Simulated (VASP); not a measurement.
# K (Pm-3m) in VASP: a series of runs

The runs below take K through density of states, with PBEsol.

Program: VASP 6.6.1. These are calculated values, not measurements. Logs are shortened: lines on timing, memory, paths and dates and some standing lists are left out, and cuts for length are marked.

## Step 1: The cell of the first run

Symmetry: Pm-3m, No. 221, cubic system. The conventional cell has a = 4.015 Å, b = 4.015 Å, c = 4.015 Å, α = 90.00°, β = 90.00°, γ = 90.00°. Within 5.3 Å of K (site symmetry m-3m) lie 6 K at 4.01 Å.

## Step 2: Density of states, PBEsol (volume scaled by 0.84)

Contents of POSCAR:

```
K
1.0
    4.0146178810      0.0000000000      0.0000000000
    0.0000000000      4.0146178810      0.0000000000
    0.0000000000      0.0000000000      4.0146178810
K
1
Direct
    0.0000000000      0.0000000000      0.0000000000
```

Contents of INCAR.step1:

```
PREC = Accurate ; ENCUT = 520
EDIFF = 1E-7 ; ISMEAR = -1
SIGMA = 0.1 ; LREAL = F
LASPH = T ; NELM = 60
ALGO = Normal ; ISIF = 2
LWAVE = F ; LCHARG = T
GGA = PS ; NBANDS = 10
```

Contents of KPOINTS.step1:

```
Automatic mesh
0
Gamma
  9 9 9
```

Contents of INCAR.step2:

```
PREC = Accurate ; ENCUT = 520
EDIFF = 1E-7 ; ISMEAR = -5
SIGMA = 0.1 ; LREAL = F
LASPH = T ; NELM = 60
ALGO = Normal ; ISIF = 2
LWAVE = F ; LCHARG = F
GGA = PS ; LORBIT = 11
NEDOS = 2001 ; ICHARG = 11
```

Contents of KPOINTS.step2:

```
Automatic mesh
0
Gamma
  14 14 14
```

Potentials or basis: VASP PAW PBE potentials, release 64 (K_sv).

Command:

```bash
$ cat potpaw_PBE.64/K_sv/POTCAR > POTCAR
$ cp INCAR.step1 INCAR
$ cp KPOINTS.step1 KPOINTS
$ mpirun -np 1 vasp_std > vasp.out
$ cp INCAR.step2 INCAR
$ cp KPOINTS.step2 KPOINTS
$ mpirun -np 1 vasp_std > vasp.out
```

OUTCAR:

```text
PREC = Accurate
   ENCUT = 520
   EDIFF = 1E-7
   ISMEAR = -5
   LREAL = F
   LASPH = T
   NELM = 60
   ISIF = 2
   GGA = PS
   LORBIT = 11
   ICHARG = 11

 ion  position               nearest neighbor table
   1  0.000  0.000  0.000-

  LATTYP: Found a simple cubic cell.
 ALAT       =     4.0146178810

  Lattice vectors:

 A1 = (   4.0146178810,   0.0000000000,   0.0000000000)
 A2 = (   0.0000000000,   4.0146178810,   0.0000000000)
 A3 = (   0.0000000000,   0.0000000000,   4.0146178810)

Analysis of symmetry for initial positions (statically):
=====================================================================
 Subroutine PRICEL returns:
 Original cell was already a primitive cell.

 Routine SETGRP: Setting up the symmetry group for a
 simple cubic supercell.

 Subroutine GETGRP returns: Found 48 space group operations
 (whereof 48 operations were pure point group operations)
 out of a pool of 48 trial point group operations.

The static configuration has the point symmetry O_h .

Analysis of symmetry for dynamics (positions and initial velocities):
=====================================================================
 Subroutine PRICEL returns:
 Original cell was already a primitive cell.

 Routine SETGRP: Setting up the symmetry group for a
 simple cubic supercell.

 Subroutine GETGRP returns: Found 48 space group operations
 (whereof 48 operations were pure point group operations)
 out of a pool of 48 trial point group operations.

The dynamic configuration has the point symmetry O_h .

 Subroutine INISYM returns: Found 48 space group operations
 (whereof 48 operations are pure point group operations),
 and found     1 'primitive' translations

----------------------------------------------------------------------------------------

                                     Primitive cell

  volume of cell :      64.7042

  direct lattice vectors                    reciprocal lattice vectors
     4.014617881  0.000000000  0.000000000     0.249089709  0.000000000  0.000000000
     0.000000000  4.014617881  0.000000000     0.000000000  0.249089709  0.000000000
     0.000000000  0.000000000  4.014617881     0.000000000  0.000000000  0.249089709

  length of vectors
     4.014617881  4.014617881  4.014617881     0.249089709  0.249089709  0.249089709

  position of ions in fractional coordinates (direct lattice)
[... 77 lines left out ...]
   ENCUT  =  520.0 eV  38.22 Ry    6.18 a.u.   7.46  7.46  7.46*2*pi/ulx,y,z
   NELM   =     60;   NELMIN=  2; NELMDL=  0     # of ELM steps
   EDIFF  = 0.1E-06   stopping-criterion for ELM
   LREAL  =      F    real-space projection
   EDIFFG = 0.1E-05   stopping-criterion for IOM
   NSW    =      0    number of steps for IOM
   IBRION =     -1    ionic relax: 0-MD 1-quasi-New 2-CG
   NFREE  =      0    steps in history (QN), initial steepest desc. (CG)
   ISIF   =      2    stress and relaxation
   ISYM   =      2    0-nonsym 1-usesym 2-fastsym
   POTIM  = 0.5000    time-step for ionic-motion
   TEBEG  =    0.0;   TEEND  =   0.0 temperature during run
   PSTRESS=    0.0 pullay stress
   NELECT =       9.0000    total number of electrons
   NUPDOWN=      -1.0000    fix difference up-down
   EMIN   =  10.00;   EMAX   =-10.00  energy-range for DOS
   EFERMI =   0.00;   METHOD = LEGACY
   ISMEAR =    -5;   SIGMA  =   0.10  broadening in eV -4-tet -1-fermi 0-gaus
   EFERMI_NEDOS =   21; number of points for ismear=-14 and -15
   IALGO  =     38    algorithm
   IMIX   =      4    mixing-type and parameters
     AMIX     =   0.40;   BMIX     =  1.00
     AMIX_MAG =   1.60;   BMIX_MAG =  1.00
  volume/ion in A,a.u.               =      64.70       436.65
  Fermi-wavevector in a.u.,A,eV,Ry     =   0.848226  1.602914  9.789214  0.719487
  Thomas-Fermi vector in A             =   1.963856
   LORBIT       =     11    0 simple, 1 ext, 2 COOP (PROOUT), +10 PAW based schemes
   GGA     = PS    functional components
   LHFCALC =     F    Hartree Fock is set to
   AEXX    =    0.0000 exact exchange contribution
   IVDW    =     0    specifies the selected vdW correction
   LEPSILON=     F    determine dielectric tensor
   LRPA    =     F    only Hartree local field effects (RPA)
 non-spin polarized calculation
 Fermi weights with tetrahedron method with Bloechl corrections
  energy-cutoff  :      520.00
  volume of cell :       64.70
 maximum number of plane-waves:      1763
 NGX is ok and might be reduce to    30

 number of electron       9.0000000 magnetization

 Free energy of the ion-electron system (eV)
  ---------------------------------------------------
  ext. energy  EPLUGINS =         0.00000000
  ---------------------------------------------------
  free energy    TOTEN  =        -1.00592673 eV

  energy without entropy =       -1.00592673  energy(sigma->0) =       -1.00592673

 E-fermi :   0.1743     XC(G=0):  -6.0222

 val. band max:        0.2152839955   @ k =   0.5000   0.0714   0.0000
 cond. band min:       0.1784200546   @ k =   0.2857   0.2857   0.2857
 fundamental gap:     -0.0368639410
 Fermi energy:         0.1742860345

 k-point     1 :       0.0000    0.0000    0.0000
  band No.  band energies     occupation
      1     -31.9794      2.00000
      2     -15.4510      2.00000
      3     -15.4510      2.00000
      4     -15.4510      2.00000
      5      -2.1927      2.00000
      6       3.0467      0.00000
      7       3.0467      0.00000
      8       6.7964      0.00000
[... 243 lines left out ...]
 k-point    24 :       0.3571    0.2143    0.0000
  band No.  band energies     occupation
      1     -31.9667      2.00000
      2     -15.5795      2.00000
      3     -15.5025      2.00000
      4     -15.4336      2.00000
      5      -0.4380      2.05858
      6       1.8555      0.00000
      7       3.3620      0.00000
      8       4.4208      0.00000

 [... further k-points ...]
[... 5 lines left out ...]
  --------------------------------------------------------------------------------------
  -------------------------------------------------------------------------------------
  Total        0.2525748      0.2525748      0.2525748      0.0000000      0.0000000     -0.0000000
  in kB        6.2541440      6.2541440      6.2541440      0.0000000      0.0000000     -0.0000000
  external PRESSURE =       6.2541440 kB  Pullay stress =       0.0000000 kB

 VOLUME and BASIS-vectors are now :
 -----------------------------------------------------------------------------
  energy-cutoff  :      520.00
  volume of cell :       64.70
      direct lattice vectors                 reciprocal lattice vectors
     4.014617881  0.000000000  0.000000000     0.249089709  0.000000000  0.000000000
     0.000000000  4.014617881  0.000000000     0.000000000  0.249089709  0.000000000
     0.000000000  0.000000000  4.014617881     0.000000000  0.000000000  0.249089709

 POSITION                                       TOTAL-FORCE (eV/Angst)
 -----------------------------------------------------------------------------------
      0.00000      0.00000      0.00000         0.000000      0.000000      0.000000
 -----------------------------------------------------------------------------------
    total drift:                                0.000000      0.000000     -0.000000

  FREE ENERGIE OF THE ION-ELECTRON SYSTEM (eV)
  ---------------------------------------------------
  free  energy   TOTEN  =        -1.0059267340 eV

  energy  without entropy=       -1.0059267340  energy(sigma->0) =       -1.00592673

 total charge

# of ion       s       p       d       tot
------------------------------------------
    1        1.986   5.544   0.007   7.536
```

OUTCAR.step1:

```text
PREC = Accurate
   ENCUT = 520
   EDIFF = 1E-7
   ISMEAR = -1
   LREAL = F
[... 528 lines left out ...]

 POSITION                                       TOTAL-FORCE (eV/Angst)
 -----------------------------------------------------------------------------------
      0.00000      0.00000      0.00000         0.000000      0.000000      0.000000
 -----------------------------------------------------------------------------------
    total drift:                                0.000000      0.000000     -0.000000

  FREE ENERGIE OF THE ION-ELECTRON SYSTEM (eV)
  ---------------------------------------------------
  free  energy   TOTEN  =        -1.0168119833 eV

  energy  without entropy=       -0.9908001752  energy(sigma->0) =       -1.00380608
```

Wall time 19 s (1 thread of Intel Xeon 6975P-C (Granite Rapids), shared host); peak memory 0.19 GiB.

What came out:

- Valence electrons inside the program's atomic spheres: K 7.54

Caveat: the cell differs from its parent crystal (volume scaled by 0.84); the PAW data sets were made with another functional, which shifts forces and pressure a little; tetrahedron occupations give inexact forces and stress in metals.

## Step 3: Density of states, PBEsol (volume scaled by 0.84)

POSCAR is that of step 2.

Contents of INCAR.step1:

```
SYSTEM = K
PREC = Accurate ; ENCUT = 520
EDIFF = 1E-7 ; ISMEAR = -1
SIGMA = 0.1 ; LREAL = .FALSE.
LASPH = .TRUE. ; NELM = 80
ALGO = Normal ; ISIF = 2
LWAVE = .FALSE. ; LCHARG = .TRUE.
GGA = PS ; NBANDS = 10
```

Contents of KPOINTS.step1:

```
regular mesh
0
G
  9 9 9
  0 0 0
```

Contents of INCAR.step2:

```
SYSTEM = K
PREC = Accurate ; ENCUT = 520
EDIFF = 1E-7 ; ISMEAR = -5
SIGMA = 0.1 ; LREAL = .FALSE.
LASPH = .TRUE. ; NELM = 80
ALGO = Normal ; ISIF = 2
LWAVE = .FALSE. ; LCHARG = .FALSE.
GGA = PS ; LORBIT = 10
NEDOS = 2001 ; ICHARG = 11
```

Contents of KPOINTS.step2:

```
regular mesh
0
G
  14 14 14
  0 0 0
```

Potentials or basis: VASP PAW PBE potentials, release 64 (K_sv).

Command:

```bash
$ cat potpaw_PBE.64/K_sv/POTCAR > POTCAR
$ cp INCAR.step1 INCAR
$ cp KPOINTS.step1 KPOINTS
$ mpirun -np 1 vasp_std > vasp.out
$ cp INCAR.step2 INCAR
$ cp KPOINTS.step2 KPOINTS
$ mpirun -np 1 vasp_std > vasp.out
```

OUTCAR:

```text
SYSTEM = K
   PREC = Accurate
   ENCUT = 520
   EDIFF = 1E-7
   ISMEAR = -5
   LREAL = .FALSE.
   LASPH = .TRUE.
   NELM = 80
   ISIF = 2
   GGA = PS
   LORBIT = 10
   ICHARG = 11

 ion  position               nearest neighbor table
   1  0.000  0.000  0.000-

  LATTYP: Found a simple cubic cell.
 ALAT       =     4.0146178810

  Lattice vectors:

 A1 = (   4.0146178810,   0.0000000000,   0.0000000000)
 A2 = (   0.0000000000,   4.0146178810,   0.0000000000)
 A3 = (   0.0000000000,   0.0000000000,   4.0146178810)

Analysis of symmetry for initial positions (statically):
=====================================================================
 Subroutine PRICEL returns:
 Original cell was already a primitive cell.

 Routine SETGRP: Setting up the symmetry group for a
 simple cubic supercell.

 Subroutine GETGRP returns: Found 48 space group operations
 (whereof 48 operations were pure point group operations)
 out of a pool of 48 trial point group operations.

The static configuration has the point symmetry O_h .

[... 156 lines left out ...]
  free energy    TOTEN  =        -1.00592673 eV

  energy without entropy =       -1.00592673  energy(sigma->0) =       -1.00592673

 E-fermi :   0.1743     XC(G=0):  -6.0222

 val. band max:        0.2152839955   @ k =   0.5000   0.0714   0.0000
 cond. band min:       0.1784200546   @ k =   0.2857   0.2857   0.2857
 fundamental gap:     -0.0368639410
 Fermi energy:         0.1742860345

 k-point     1 :       0.0000    0.0000    0.0000
  band No.  band energies     occupation
      1     -31.9794      2.00000
      2     -15.4510      2.00000
      3     -15.4510      2.00000
      4     -15.4510      2.00000
      5      -2.1927      2.00000
      6       3.0467      0.00000
      7       3.0467      0.00000
      8       6.7964      0.00000
[... 243 lines left out ...]
 k-point    24 :       0.3571    0.2143    0.0000
  band No.  band energies     occupation
      1     -31.9667      2.00000
      2     -15.5795      2.00000
      3     -15.5025      2.00000
      4     -15.4336      2.00000
      5      -0.4380      2.05858
      6       1.8555      0.00000
      7       3.3620      0.00000
      8       4.4208      0.00000

 [... further k-points ...]
[... 5 lines left out ...]
  --------------------------------------------------------------------------------------
  -------------------------------------------------------------------------------------
  Total        0.2525748      0.2525748      0.2525748      0.0000000      0.0000000     -0.0000000
  in kB        6.2541440      6.2541440      6.2541440      0.0000000      0.0000000     -0.0000000
  external PRESSURE =       6.2541440 kB  Pullay stress =       0.0000000 kB

 VOLUME and BASIS-vectors are now :
 -----------------------------------------------------------------------------
  energy-cutoff  :      520.00
  volume of cell :       64.70
      direct lattice vectors                 reciprocal lattice vectors
     4.014617881  0.000000000  0.000000000     0.249089709  0.000000000  0.000000000
     0.000000000  4.014617881  0.000000000     0.000000000  0.249089709  0.000000000
     0.000000000  0.000000000  4.014617881     0.000000000  0.000000000  0.249089709

 POSITION                                       TOTAL-FORCE (eV/Angst)
 -----------------------------------------------------------------------------------
      0.00000      0.00000      0.00000         0.000000      0.000000      0.000000
 -----------------------------------------------------------------------------------
    total drift:                                0.000000      0.000000     -0.000000

  FREE ENERGIE OF THE ION-ELECTRON SYSTEM (eV)
  ---------------------------------------------------
  free  energy   TOTEN  =        -1.0059267340 eV

  energy  without entropy=       -1.0059267340  energy(sigma->0) =       -1.00592673

 total charge

# of ion       s       p       d       tot
------------------------------------------
    1        1.986   5.544   0.007   7.536
```

OSZICAR.step1:

```text
N       E                     dE             d eps       ncg     rms          rms(c)
DAV:   1     0.490477811333E+02    0.49048E+02   -0.37254E+03   700   0.707E+02
DAV:   2     0.659878614493E+00   -0.48388E+02   -0.47656E+02   754   0.200E+02
DAV:   3    -0.958772752604E+00   -0.16187E+01   -0.16133E+01  1046   0.294E+01
DAV:   4    -0.102139741276E+01   -0.62625E-01   -0.62056E-01   998   0.484E+00
DAV:   5    -0.102395562548E+01   -0.25582E-02   -0.25579E-02  1032   0.613E-01    0.232E+00
DAV:   6    -0.101895444805E+01    0.50012E-02   -0.60405E-03   932   0.564E-01    0.154E+00
DAV:   7    -0.101684637281E+01    0.21081E-02   -0.11128E-02   830   0.671E-01    0.128E-01
DAV:   8    -0.101681378749E+01    0.32585E-04   -0.15113E-03  1054   0.380E-01    0.559E-02
DAV:   9    -0.101681867717E+01   -0.48897E-05   -0.27987E-05  1014   0.472E-02    0.288E-02
DAV:  10    -0.101681278603E+01    0.58911E-05   -0.21908E-05   896   0.348E-02    0.871E-03
DAV:  11    -0.101681211375E+01    0.67228E-06   -0.64740E-07  1026   0.617E-03    0.141E-03
DAV:  12    -0.101681198053E+01    0.13322E-06   -0.22462E-08   640   0.105E-03    0.152E-04
DAV:  13    -0.101681198326E+01   -0.27218E-08   -0.65998E-09   460   0.521E-04
   1 F= -.10168120E+01 E0= -.10038061E+01  d E =-.260118E-01
```

It took 21 s on 1 thread of Intel Xeon 6975P-C (Granite Rapids), shared host; peak memory 0.19 GiB.

What came out:

```yaml
Valence_electrons_inside_the_program's_atomic_spheres: K 7.54
```

Caveat: the cell differs from its parent crystal (volume scaled by 0.84); the PAW data sets were made with another functional, which shifts forces and pressure a little; tetrahedron occupations give inexact forces and stress in metals.

## Step 4: Density of states, PBEsol

This run uses another cell than the first one, of 77.03 Å³/atom, 1.190 times its volume.

Contents of POSCAR:

```
K
1.0
    4.2548519443      0.0000000000      0.0000000000
    0.0000000000      4.2548519443      0.0000000000
    0.0000000000      0.0000000000      4.2548519443
K
1
Direct
    0.0000000000      0.0000000000      0.0000000000
```

Contents of INCAR.step1:

```
PREC = Accurate
ENCUT = 520
EDIFF = 1E-6
ISMEAR = -1
SIGMA = 0.1
LREAL = F
LASPH = T
NELM = 60
ALGO = Normal
ISIF = 2
LWAVE = F
LCHARG = T
GGA = PS
NBANDS = 10
```

Contents of KPOINTS.step1:

```
Automatic mesh
0
Gamma
  9 9 9
```

Contents of INCAR.step2:

```
PREC = Accurate
ENCUT = 520
EDIFF = 1E-6
ISMEAR = -5
SIGMA = 0.1
LREAL = F
LASPH = T
NELM = 60
ALGO = Normal
ISIF = 2
LWAVE = F
LCHARG = F
GGA = PS
LORBIT = 11
NEDOS = 1001
ICHARG = 11
```

Contents of KPOINTS.step2:

```
Automatic mesh
0
Gamma
  14 14 14
```

Command:

```bash
$ cat potpaw_PBE.64/K_sv/POTCAR > POTCAR
$ cp INCAR.step1 INCAR
$ cp KPOINTS.step1 KPOINTS
$ mpirun -np 1 vasp_std > vasp.out
$ cp INCAR.step2 INCAR
$ cp KPOINTS.step2 KPOINTS
$ mpirun -np 1 vasp_std > vasp.out
```

Run time: 15 s. Hardware: 1 thread of Intel Xeon 6975P-C (Granite Rapids), shared host; peak memory 0.21 GiB.

The run converged. Its results:

| Item | Value |
| --- | --- |
| Valence electrons inside the program's atomic spheres | K 7.53 |

Levels at points of the mesh, in eV from the Fermi level:
```csv
k point,band 1,band 2,band 3,band 4,band 5,band 6,band 7,band 8
"(0.00, 0.00, 0.00)",-32.20,-15.70,-15.70,-15.70,-2.12,2.88,2.88,6.24
"(0.50, 0.00, 0.00)",-32.20,-15.80,-15.69,-15.69,-0.06,0.17,3.49,4.69
"(0.50, 0.50, 0.00)",-32.19,-15.78,-15.78,-15.68,1.11,2.10,2.19,2.19
"(0.50, 0.50, 0.50)",-32.19,-15.77,-15.77,-15.77,2.28,2.28,2.28,4.30
```

Caveat: the PAW data sets were made with another functional, which shifts forces and pressure a little; tetrahedron occupations give inexact forces and stress in metals.

## Step 5: Density of states, PBEsol (volume scaled by 0.76)

Contents of POSCAR:

```
K
1.0
    3.8828950300      0.0000000000      0.0000000000
    0.0000000000      3.8828950300      0.0000000000
    0.0000000000      0.0000000000      3.8828950300
K
1
Direct
    0.0000000000      0.0000000000      0.0000000000
```

Contents of INCAR.step1:

```
SYSTEM = K
ALGO = Normal
EDIFF = 1E-7
ENCUT = 520
GGA = PS
ISIF = 2
ISMEAR = -1
LASPH = .TRUE.
LCHARG = .TRUE.
LREAL = .FALSE.
LWAVE = .FALSE.
NBANDS = 10
NELM = 60
PREC = Accurate
SIGMA = 0.1
```

Contents of KPOINTS.step1:

```
k-points
0
G
  9 9 9
  0 0 0
```

Contents of INCAR.step2:

```
SYSTEM = K
ALGO = Normal
EDIFF = 1E-7
ENCUT = 520
GGA = PS
ICHARG = 11
ISIF = 2
ISMEAR = -5
LASPH = .TRUE.
LCHARG = .FALSE.
LORBIT = 10
LREAL = .FALSE.
LWAVE = .FALSE.
NBANDS = 10
NEDOS = 1001
NELM = 60
PREC = Accurate
SIGMA = 0.1
```

Contents of KPOINTS.step2:

```
k-points
0
G
  14 14 14
  0 0 0
```

Command:

```bash
$ cat potpaw_PBE.64/K_sv/POTCAR > POTCAR
$ cp INCAR.step1 INCAR
$ cp KPOINTS.step1 KPOINTS
$ mpirun -np 1 vasp_std > vasp.out
$ cp INCAR.step2 INCAR
$ cp KPOINTS.step2 KPOINTS
$ mpirun -np 1 vasp_std > vasp.out
```

Wall time 24 s (1 thread of Intel Xeon 6975P-C (Granite Rapids), shared host); peak memory 0.19 GiB.

The run converged. Its results:

```
Valence electrons inside the program's atomic spheres : K 7.54
```

Levels at points of the mesh, in eV from the Fermi level:
| k point | band 2 | band 3 | band 4 | band 5 | band 6 | band 7 |
| --- | --- | --- | --- | --- | --- | --- |
| (0.00, 0.00, 0.00) | -15.59 | -15.59 | -15.59 | -2.52 | 2.85 | 2.85 |
| (0.50, 0.00, 0.00) | -15.82 | -15.57 | -15.57 | 0.00 | 0.19 | 3.56 |
| (0.50, 0.50, 0.00) | -15.79 | -15.79 | -15.55 | 0.81 | 2.49 | 2.75 |
| (0.50, 0.50, 0.50) | -15.76 | -15.76 | -15.76 | 2.18 | 2.18 | 2.18 |

Caveat: the cell differs from its parent crystal (volume scaled by 0.76); the PAW data sets were made with another functional, which shifts forces and pressure a little; tetrahedron occupations give inexact forces and stress in metals.
